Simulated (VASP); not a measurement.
Write the native input for VASP 6.6.1 that does the following.

```
Task                   : single point
Functional             : PBEsol
Potentials or basis    : VASP PAW PBE potentials, release 64 (Ga_d, P)
Cutoff                 : 520 eV
k mesh                 : 10 × 10 × 10
Occupations            : gaussian, width 0.05 eV
Spin                   : no spin polarisation
Dipole correction      : no
Further INCAR settings : ALGO = Normal; EDIFF = 1e-07; NBANDS = 16
```

The structure of GaP lies in POSCAR:

```
GaP
1.0
    0.0000000000      2.9189182576      2.6939716268
    2.6939716268      0.0000000000      2.6939716268
    2.6939716268      2.9189182576      0.0000000000
Ga P
1 1
Direct
    0.0000000000      0.0000000000      0.0000000000
    0.7500000000      0.7500000000      0.7500000000
```

This cell differs from its parent crystal: volume 21.184 Å^3 an atom, c/a of the conventional cell 1.0835.

These files were run (other wordings do the same):

INCAR

```
ALGO = Normal
EDIFF = 1E-7
ENCUT = 520
GGA = PS
ISIF = 2
ISMEAR = 0
LASPH = True
LCHARG = True
LELF = True
LREAL = False
LVHAR = True
LWAVE = False
NBANDS = 16
NELM = 100
PREC = Accurate
SIGMA = 0.05
```

KPOINTS

```
k-points
0
Gamma
  10 10 10
```

Potentials or basis: VASP PAW PBE potentials, release 64 (Ga_d, P).

The run is started by

```bash
$ cat potpaw_PBE.64/Ga_d/POTCAR potpaw_PBE.64/P/POTCAR > POTCAR
$ mpirun -np 1 vasp_std > vasp.out
```

It gave:

```json
{
 "Pressure": "-4.1 GPa",
 "Band gap on the k mesh": "1.16 eV, indirect (the least direct gap lies 4.1 meV higher)"
}
```

Caveat: the PAW data sets were made with another functional, which shifts forces and pressure a little.

Wall time 77 s on 1 thread of Intel(R) Xeon(R) Platinum 8259CL CPU @ 2.50GHz (Skylake/Cascade Lake) (shared host), peak memory 0.21 GiB.
